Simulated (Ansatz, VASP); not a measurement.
IrRu5: VASP beside Ansatz

Contents of INCAR:

```
SYSTEM = IrRu5
PREC = Accurate
ENCUT = 600
EDIFF = 1E-7
ISMEAR = 0
SIGMA = 0.1
LREAL = .False.
LASPH = .True.
NELM = 100
ALGO = Normal
ISIF = 3
LWAVE = .False.
LCHARG = .False.
GGA = PE
IBRION = 2
NSW = 90
EDIFFG = -0.04
```

File KPOINTS:

```
regular mesh
0
Gamma
  6 6 2
  0 0 0
```

POSCAR

```
IrRu5
1.0
    2.7064543400      0.0000000000      0.0000000000
   -1.3532271700      2.3438582100      0.0000000000
    0.0000000000      0.0000000000     12.7797440000
Ru Ir
5 1
Direct
    0.3333333300      0.6666666700      0.8333333300
    0.3333333300      0.6666666700      0.1666666700
    0.3333333300      0.6666666700      0.5000000000
    0.6666666700      0.3333333300      0.3333333300
    0.6666666700      0.3333333300      0.6666666700
    0.6666666700      0.3333333300      0.0000000000
```

Input for Ansatz:

```yaml
crystal:
  lattice:
    - [2.70645434, 0.0, 0.0]
    - [-1.35322717, 2.34385821, 0.0]
    - [0.0, 0.0, 12.779744]
  atoms:
    - { symbol: Ru, position: [0.33333333, 0.66666667, 0.83333333] }
    - { symbol: Ru, position: [0.33333333, 0.66666667, 0.16666667] }
    - { symbol: Ru, position: [0.33333333, 0.66666667, 0.5] }
    - { symbol: Ru, position: [0.66666667, 0.33333333, 0.33333333] }
    - { symbol: Ru, position: [0.66666667, 0.33333333, 0.66666667] }
    - { symbol: Ir, position: [0.66666667, 0.33333333, 0.0] }
basis:
  ecutwfc: 420
kpoints:
  mp_grid: { grid: [6, 6, 2] }
hamiltonian:
  xc: pbe
scf:
  occupations: { method: gaussian, width: 0.1 }
  lower_state_search: "off"
output:
  forces: true
  stress: true
  eigenvalues: true
relax:
  adjacent_minimum: "off"
  f_tol: 0.04
  max_steps: 70
  cell: { stress_tol: 0.4 }
```

Alike in both runs: task relaxation of cell and atoms; functional PBE; k mesh 6 × 6 × 2; occupations gaussian, width 0.1 eV; no spin polarisation.

|  | VASP | Ansatz |
| --- | --- | --- |
| version | VASP 6.6.1 | Ansatz 0.2.0 |
| potentials or method | VASP PAW PBE potentials, release 64 (Ru_pv, Ir), cutoff 600 eV | scalar-relativistic, plane waves, PAW |
| valence electrons in the cell | 79 | 97 |

Ansatz gave:

* gap on the k mesh at the Fermi level, each at its own relaxed structure (eV): none
* relaxed volume (Å³/atom): 13.93
* relaxed cell length with the largest relative difference (Å): 2.747

Problem. What did VASP give for the same quantities?

Solution. gap on the k mesh at the Fermi level, each at its own relaxed structure (eV): none; relaxed volume (Å³/atom): 13.92; relaxed cell length with the largest relative difference (Å): 2.747.

A gap of «none» marks a metal or a gap that the smearing closes. VASP's potentials hold 79 valence electrons a cell and Ansatz's 97, so a difference there can come from the potentials and not from the codes.

The k mesh is coarse, so the values compare programs but aren't converged. Neither program's run includes spin-orbit coupling.
